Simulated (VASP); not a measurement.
# Ru (P6/mmm) in VASP: notebook

The runs below take Ru through single point, with PBE.

Program: VASP 6.6.1. These are calculated values, not measurements. Logs are shortened: lines on timing, memory, paths and dates and some standing lists are left out, and cuts for length are marked.

**1. The cell of the first run**

The structure is hexagonal, space group P6/mmm (No. 191). Conventional cell: a = 3.594 Å, b = 3.594 Å, c = 2.196 Å, α = 90.00°, β = 90.00°, γ = 120.00°. Within 2.9 Å of Ru (site symmetry 6/mmm) lie 14 Ru at 2.20 to 2.35 Å. Ru (site symmetry -6m2) has 11 Ru at 2.07 to 2.35 Å within 2.7 Å.

This isn't the form of Ru at room conditions, which is hcp.

**2. Single point, PBE (8.19 Å³/atom)**

The input, INCAR:

```
PREC = Accurate
ENCUT = 560
EDIFF = 1E-6
ISMEAR = -1
SIGMA = 0.08
LREAL = False
LASPH = True
NELM = 120
ALGO = Normal
ISIF = 2
LWAVE = False
LCHARG = True
GGA = PE
LELF = True
LVHAR = True
NBANDS = 31
GGA_COMPAT = False
```

The input, KPOINTS:

```
regular mesh
0
Gamma
  9 9 13
```

The input, POSCAR:

```
Ru
1.0
    3.5938244186      0.0000000000      0.0000000000
   -1.7969122093      3.1123432432      0.0000000000
    0.0000000000      0.0000000000      2.1962265555
Ru
3
Direct
    0.0000000000      0.0000000000      0.0000000000
    0.3333333333      0.6666666667      0.5000000000
    0.6666666667      0.3333333333      0.5000000000
```

Potentials or basis: VASP PAW PBE potentials, release 64 (Ru_sv).

On the command line:

```bash
$ cat potpaw_PBE.64/Ru_sv/POTCAR > POTCAR
$ mpirun -np 1 vasp_std > vasp.out
```

OUTCAR:

```text
PREC = Accurate
   ENCUT = 560
   EDIFF = 1E-6
   ISMEAR = -1
   LREAL = False
   LASPH = True
   NELM = 120
   ISIF = 2
   GGA = PE

 ion  position               nearest neighbor table
   1  0.000  0.000  0.000-   2 2.35   3 2.35   2 2.35   3 2.35   2 2.35   2 2.35   3 2.35   3 2.35
                             3 2.35   3 2.35   2 2.35   2 2.35
   2  0.333  0.667  0.500-   3 2.07   3 2.07   3 2.07   1 2.35   1 2.35   1 2.35   1 2.35   1 2.35
                             1 2.35
   3  0.667  0.333  0.500-   2 2.07   2 2.07   2 2.07   1 2.35   1 2.35   1 2.35   1 2.35   1 2.35
                             1 2.35

  LATTYP: Found a hexagonal cell.
 ALAT       =     3.5938244186
 C/A-ratio  =     0.6111112563

  Lattice vectors:

 A1 = (   3.5938244186,   0.0000000000,   0.0000000000)
 A2 = (  -1.7969122093,   3.1123432432,   0.0000000000)
 A3 = (   0.0000000000,   0.0000000000,   2.1962265555)

Analysis of symmetry for initial positions (statically):
=====================================================================
 Subroutine PRICEL returns:
 Original cell was already a primitive cell.

 Routine SETGRP: Setting up the symmetry group for a
 hexagonal supercell.

 Subroutine GETGRP returns: Found 24 space group operations
 (whereof 24 operations were pure point group operations)
 out of a pool of 24 trial point group operations.

The static configuration has the point symmetry D_6h.

Analysis of symmetry for dynamics (positions and initial velocities):
=====================================================================
 Subroutine PRICEL returns:
 Original cell was already a primitive cell.

 Routine SETGRP: Setting up the symmetry group for a
 hexagonal supercell.

 Subroutine GETGRP returns: Found 24 space group operations
 (whereof 24 operations were pure point group operations)
 out of a pool of 24 trial point group operations.

The dynamic configuration has the point symmetry D_6h.

 Subroutine INISYM returns: Found 24 space group operations
 (whereof 24 operations are pure point group operations),
 and found     1 'primitive' translations

----------------------------------------------------------------------------------------

                                     Primitive cell

  volume of cell :      24.5653

[... 80 lines left out ...]
 SYSTEM =  unknown system
   PREC   = accura    normal or accurate (medium, high low for compatibility)
   ISTART =      0    job   : 0-new  1-cont  2-samecut
   ICHARG =      2    charge: 1-file 2-atom 10-const
   ISPIN  =      1    spin polarized calculation?
   LNONCOLLINEAR =      F non collinear calculations
   LSORBIT =      F    spin-orbit coupling
   LASPH  =      T    aspherical Exc in radial PAW
   ENCUT  =  560.0 eV  41.16 Ry    6.42 a.u.   6.93  6.93  4.24*2*pi/ulx,y,z
   NELM   =    120;   NELMIN=  2; NELMDL= -5     # of ELM steps
   EDIFF  = 0.1E-05   stopping-criterion for ELM
   LREAL  =      F    real-space projection
   EDIFFG = 0.1E-04   stopping-criterion for IOM
   NSW    =      0    number of steps for IOM
   IBRION =     -1    ionic relax: 0-MD 1-quasi-New 2-CG
   NFREE  =      0    steps in history (QN), initial steepest desc. (CG)
   ISIF   =      2    stress and relaxation
   ISYM   =      2    0-nonsym 1-usesym 2-fastsym
   POTIM  = 0.5000    time-step for ionic-motion
   TEBEG  =    0.0;   TEEND  =   0.0 temperature during run
   PSTRESS=    0.0 pullay stress
   NELECT =      48.0000    total number of electrons
   NUPDOWN=      -1.0000    fix difference up-down
   EMIN   =  10.00;   EMAX   =-10.00  energy-range for DOS
   EFERMI =   0.00;   METHOD = LEGACY
   ISMEAR =    -1;   SIGMA  =   0.08  broadening in eV -4-tet -1-fermi 0-gaus
   EFERMI_NEDOS =   21; number of points for ismear=-14 and -15
   IALGO  =     38    algorithm
   IMIX   =      4    mixing-type and parameters
     AMIX     =   0.40;   BMIX     =  1.00
     AMIX_MAG =   1.60;   BMIX_MAG =  1.00
  volume/ion in A,a.u.               =       8.19        55.26
  Fermi-wavevector in a.u.,A,eV,Ry     =   2.046671  3.867648 56.992942  4.188863
  Thomas-Fermi vector in A             =   3.050549
   LORBIT       =      0    0 simple, 1 ext, 2 COOP (PROOUT), +10 PAW based schemes
   GGA     = PE    functional components
   LHFCALC =     F    Hartree Fock is set to
   AEXX    =    0.0000 exact exchange contribution
   IVDW    =     0    specifies the selected vdW correction
   LEPSILON=     F    determine dielectric tensor
   LRPA    =     F    only Hartree local field effects (RPA)
 non-spin polarized calculation
  energy-cutoff  :      560.00
  volume of cell :       24.57
 maximum number of plane-waves:       750
 NGX is ok and might be reduce to    28
   NGX = 13   NGY = 13   NGZ =  9

 number of electron      47.9999996 magnetization

 Free energy of the ion-electron system (eV)
  ---------------------------------------------------
  ext. energy  EPLUGINS =         0.00000000
  ---------------------------------------------------
  free energy    TOTEN  =        -8.44254750 eV

  energy without entropy =       -8.39728948  energy(sigma->0) =       -8.41991849

 E-fermi :  28.7679     XC(G=0): -17.6687

 val. band max:       28.7590177018   @ k =   0.1111  -0.0000   0.3077
 cond. band min:      28.7705014237   @ k =   0.3333   0.0000   0.0000
 fundamental gap:      0.0114837219
 Fermi energy:        28.7678712702

 k-point     1 :       0.0000    0.0000    0.0000
  band No.  band energies     occupation
      1     -47.1985      2.00000
      2     -45.6831      2.00000
      3     -45.3950      2.00000
      4     -18.2744      2.00000
      5     -18.2744      2.00000
      6     -17.2180      2.00000
[... 805 lines left out ...]
     30      32.0745      0.00000
     31      45.1282      0.00000

 [... further k-points ...]
[... 5 lines left out ...]
  --------------------------------------------------------------------------------------
  -------------------------------------------------------------------------------------
  Total       84.2162411     84.2162411     84.2857028      0.0000000      0.0000000      0.0000000
  in kB     5492.6883074   5492.6883072   5497.2186870      0.0000000      0.0000000      0.0000000
  external PRESSURE =    5494.1984339 kB  Pullay stress =       0.0000000 kB

 VOLUME and BASIS-vectors are now :
 -----------------------------------------------------------------------------
  energy-cutoff  :      560.00
  volume of cell :       24.57
      direct lattice vectors                 reciprocal lattice vectors
     3.593824419  0.000000000  0.000000000     0.278255108  0.160650661  0.000000000
    -1.796912209  3.112343243  0.000000000     0.000000000  0.321301322  0.000000000
     0.000000000  0.000000000  2.196226556     0.000000000  0.000000000  0.455326431

 POSITION                                       TOTAL-FORCE (eV/Angst)
 -----------------------------------------------------------------------------------
      0.00000      0.00000      0.00000         0.000000      0.000000      0.000000
     -0.00000      2.07490      1.09811         0.000000     -0.000000      0.000000
      1.79691      1.03745      1.09811        -0.000000      0.000000     -0.000000
 -----------------------------------------------------------------------------------
    total drift:                               -0.000000      0.000000     -0.000000

  FREE ENERGIE OF THE ION-ELECTRON SYSTEM (eV)
  ---------------------------------------------------
  free  energy   TOTEN  =        -8.4425475003 eV

  energy  without entropy=       -8.3972894796  energy(sigma->0) =       -8.41991849
```

OSZICAR:

```text
N       E                     dE             d eps       ncg     rms          rms(c)
DAV:   1     0.768948527705E+03    0.76895E+03   -0.30228E+04  5208   0.205E+03
DAV:   2     0.179838337045E+02   -0.75096E+03   -0.71974E+03  5789   0.678E+02
DAV:   3    -0.893901966446E+01   -0.26923E+02   -0.26445E+02  5880   0.145E+02
DAV:   4    -0.919024049753E+01   -0.25122E+00   -0.25111E+00  5957   0.150E+01
DAV:   5    -0.919357498154E+01   -0.33345E-02   -0.33344E-02  5964   0.169E+00    0.882E+01
DAV:   6    -0.862256001119E+01    0.57101E+00   -0.79622E-01  5873   0.103E+01    0.454E+01
DAV:   7    -0.864007052416E+01   -0.17511E-01   -0.10310E+00  5779   0.157E+01    0.657E+00
DAV:   8    -0.844599278495E+01    0.19408E+00   -0.52513E-01  5696   0.108E+01    0.223E+00
DAV:   9    -0.844247592151E+01    0.35169E-02   -0.25718E-02  5971   0.176E+00    0.270E-01
DAV:  10    -0.844255754740E+01   -0.81626E-04   -0.73097E-04  6051   0.270E-01    0.645E-02
DAV:  11    -0.844254837540E+01    0.91720E-05   -0.33018E-05  6090   0.652E-02    0.377E-02
DAV:  12    -0.844254750030E+01    0.87510E-06   -0.18382E-06  4439   0.131E-02
   1 F= -.84425475E+01 E0= -.84199185E+01  d E =-.452580E-01
```

stdout:

```text
POSCAR found type information on POSCAR Ru
 POSCAR found :  1 types and       3 ions
 scaLAPACK will be used
 LDA part: xc-table for (Slater+PW92), standard interpolation
 POSCAR, INCAR and KPOINTS ok, starting setup
 FFT: planning ... GRIDC
 FFT: planning ... GRID_SOFT
 FFT: planning ... GRID
 WAVECAR not read
 entering main loop
```

Wall time 82 s (1 thread of Intel Xeon Platinum 8375C at 2.90GHz (Ice Lake), shared host); peak memory 0.17 GiB.

Results:

```yaml
Free_energy: -8.4425 eV
Pressure: 549.4 GPa
Band_gap_on_the_k_mesh: zero (bands 24 and 25 overlap by 4.98 eV)
```

Caveat: the cell stands under pressure.

**3. Single point, PBE**

This run uses another cell than the first one, of 11.01 Å³/atom.

The input, INCAR:

```
SYSTEM = Ru
ALGO = Normal
EDIFF = 1E-6
ENCUT = 560
GGA = PE
GGA_COMPAT = .FALSE.
ISIF = 2
ISMEAR = -1
LASPH = .TRUE.
LCHARG = .FALSE.
LREAL = .FALSE.
LWAVE = .FALSE.
NBANDS = 31
NELM = 120
PREC = Accurate
SIGMA = 0.08
```

The input, KPOINTS:

```
k-points
0
G
  9 9 13
  0 0 0
```

The input, POSCAR:

```
Ru
1.0
    3.9494787661      0.0000000000      0.0000000000
   -1.9747393831      3.4203489432      0.0000000000
    0.0000000000      0.0000000000      2.4455575740
Ru
3
Direct
    0.0000000000      0.0000000000      0.0000000000
    0.3333333333      0.6666666667      0.5000000000
    0.6666666667      0.3333333333      0.5000000000
```

Potentials or basis: VASP PAW PBE potentials, release 64 (Ru_sv).

On the command line:

```bash
$ cat potpaw_PBE.64/Ru_sv/POTCAR > POTCAR
$ mpirun -np 1 vasp_std > vasp.out
```

Run time: 59 s. Hardware: 1 thread of AMD EPYC 7R43 (Zen 3), shared host; peak memory 0.16 GiB.

It converged, with:

- Free energy: -24.1155 eV
- Pressure: 129.6 GPa
- Band gap on the k mesh: zero (bands 24 and 25 overlap by 3.25 eV)

Levels at points of the mesh, in eV from the Fermi level:
```tsv
k point	band 21	band 22	band 23	band 24	band 25	band 26	band 27	band 28
(0.00, 0.00, 0.00)	-3.05	-3.05	-1.94	-1.94	-1.84	-1.84	2.46	2.46
```

Caveat: the cell stands under pressure.

The gap in the log of VASP goes by the Fermi energy; the results here count the filled bands.